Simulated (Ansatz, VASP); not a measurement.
Given: the input of a run of VASP 6.6.1 on CoNiO2.

The input INCAR:

```
  PREC = Accurate
  ENCUT = 520
  EDIFF = 1E-6
  ISMEAR = -1
  SIGMA = 0.05
  LREAL = False
  LASPH = True
  NELM = 150
  ALGO = Normal
  ISIF = 2
  LWAVE = False
  LCHARG = False
  ISPIN = 2
  MAGMOM = 1 2 0 0
  LORBIT = 11
  NUPDOWN = 3.0
  LMAXMIX = 4
  GGA = PS
  NBANDS = 28
```

KPOINTS

```
regular mesh
0
Gamma
  7 7 5
```

File POSCAR:

```
CoNiO2
1.0
    3.0143330000      0.0000000000      0.0000000000
    0.0000000000      3.0143330000      0.0000000000
    0.0000000000      0.0000000000      4.2222850000
Ni Co O
1 1 2
Direct
    0.0000000000      0.0000000000      0.0000000000
    0.5000000000      0.5000000000      0.5000000000
    0.0000000000      0.0000000000      0.5000000000
    0.5000000000      0.5000000000      0.0000000000
```

Potentials or basis: VASP PAW PBE potentials, release 64 (Ni, Co, O).

Command:

```sh
$ cat potpaw_PBE.64/Ni/POTCAR potpaw_PBE.64/Co/POTCAR potpaw_PBE.64/O/POTCAR > POTCAR
$ mpirun -np 1 vasp_std > vasp.out
```

**Question.** Translate it to Ansatz 0.2.0. Potentials there: Ansatz PAW.

**Answer.** As run (the cutoff follows the program's own potentials):

input.yaml

```yaml
crystal:
  lattice:
    - [3.014333, 0.0, 0.0]
    - [0.0, 3.014333, 0.0]
    - [0.0, 0.0, 4.222285]
  atoms:
    - { symbol: Ni, position: [0.0, 0.0, 0.0], spin: 1.0 }
    - { symbol: Co, position: [0.5, 0.5, 0.5], spin: 2.0 }
    - { symbol: O, position: [0.0, 0.0, 0.5] }
    - { symbol: O, position: [0.5, 0.5, 0.0] }
hamiltonian:
  xc: pbesol
  pseudopotentials: { kind: paw }
magnetization:
  spin_polarized: true
  initial_magnetization: 3.0
  spin_locking: { lock_magnetization: hard }
kpoints:
  mp_grid: { grid: [7, 7, 5] }
scf:
  occupations: { method: fermi_dirac, width: 0.05 }
  lower_state_search: "off"
output:
  forces: true
  stress: true
  eigenvalues: true
```

Potentials or basis: Ansatz PAW.

Command:

```console
$ ansatz run input.yaml --threads 2 --pin off --max-ram 5632MiB --backend cpu --events-out ev --progress --plain --runs-dir out
```

Both were run:

|  | VASP | Ansatz | Ansatz less VASP |
| --- | --- | --- | --- |
| pressure (GPa) | -16.6 | -16.5 | +0.14 |
| traceless stress, the component that is largest in VASP (GPa) | 1.05 | 1.03 | -0.020 |
| net moment per atom (μB) | 0.75 | 0.75 | 0.000 |
| size of the moment on the site where the two differ most (μB) | 2.27 | 2.20 | -0.077 |

VASP's potentials were made for PBE, not for PBEsol. Site moments also hang on the region over which each program counts them. VASP's potentials hold 31 valence electrons a cell and Ansatz's 47, so a difference there can come from the potentials and not from the codes.
